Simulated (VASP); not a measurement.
Se: single point with r2SCAN

The system is Se.

```
CELL_PARAMETERS angstrom
2.18463 3.78389 0.00000
-2.18463 3.78389 0.00000
0.00000 0.00000 4.95707
ATOMIC_POSITIONS crystal
Se 0.22540 0.77460 0.33333
Se 0.00000 0.22540 0.66666
Se 0.77460 0.00000 0.00000
```

```json
{
 "Program": "VASP 6.6.1",
 "Task": "single point",
 "Functional": "r2SCAN",
 "Potentials or basis": "VASP PAW PBE potentials, release 64 (Se)",
 "Cutoff": "520 eV",
 "k mesh": "7 × 7 × 5",
 "Occupations": "fermi-dirac, width 0.0183 eV",
 "Spin": "no spin polarisation"
}
```

```yaml
Pressure: 1.2 GPa
Largest_force: 0.034 eV/Å
Band_gap_on_the_k_mesh: 1.52 eV (least direct gap 1.86 eV)
```

Forces in eV/Å, atoms in the order of the input:
```
Se   0.034  0.000  0.000
Se  -0.017  0.029  0.000
Se  -0.017 -0.029  0.000
```

Stress tensor (GPa, compression positive):
```
0.93 0.00 0.00
0.00 0.93 0.00
0.00 0.00 1.69
```

Levels at points of the mesh, in eV from the valence-band top:
| k point | band 6 | band 7 | band 8 | band 9 | band 10 | band 11 | band 12 | band 13 |
| --- | --- | --- | --- | --- | --- | --- | --- | --- |
| (0.00, 0.00, 0.00) | -3.81 | -2.08 | -2.08 | -0.41 | 2.18 | 2.18 | 2.45 | 6.85 |

It took 2.7 min on 1 thread of Oxide Virtual Turin-like Processor, on a shared host, peak memory 0.21 GiB.

Caveat: the PAW data sets were made with another functional, which shifts forces and pressure a little. r2SCAN opens gaps a little over a GGA but as a rule still falls short of measured ones.
